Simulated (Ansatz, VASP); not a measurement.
# TaN: VASP beside Ansatz

```
Ta N
1.0
    -2.71069    2.71069    1.99994
     2.71069   -2.71069    1.99994
     2.71069    2.71069   -1.99994
Ta N
2 2
Direct
  0.75000 0.25000 0.50000
  0.00000 0.00000 0.00000
  0.50000 0.50000 0.00000
  0.25000 0.75000 0.50000
```

Alike in both runs: functional PBE; k mesh 6 × 6 × 6; occupations gaussian, width 0.1 eV; no spin polarisation.

Ansatz relaxed the structure, and its values are those at the end. VASP's run is a single point on that final structure, the one shown.

```csv
,VASP,Ansatz
version,VASP 6.6.1,Ansatz 0.2.0
potentials or method,"VASP PAW PBE potentials, release 64 (Ta_pv, N), cutoff 520 eV","scalar-relativistic, plane waves, PAW"
valence electrons in the cell,32,36
```

Ansatz gave:

| Quantity | Value |
| --- | --- |
| gap on the k mesh at the Fermi level (eV) | none |
| pressure (GPa) | 0.0 |

Problem. What did VASP give for the same quantities?

Solution. gap on the k mesh at the Fermi level (eV): none; pressure (GPa): 0.3.

A gap of «none» marks a metal or a gap that the smearing closes. VASP's potentials hold 32 valence electrons a cell and Ansatz's 36, so a difference there can come from the potentials and not from the codes.

Spin-orbit coupling is off throughout.
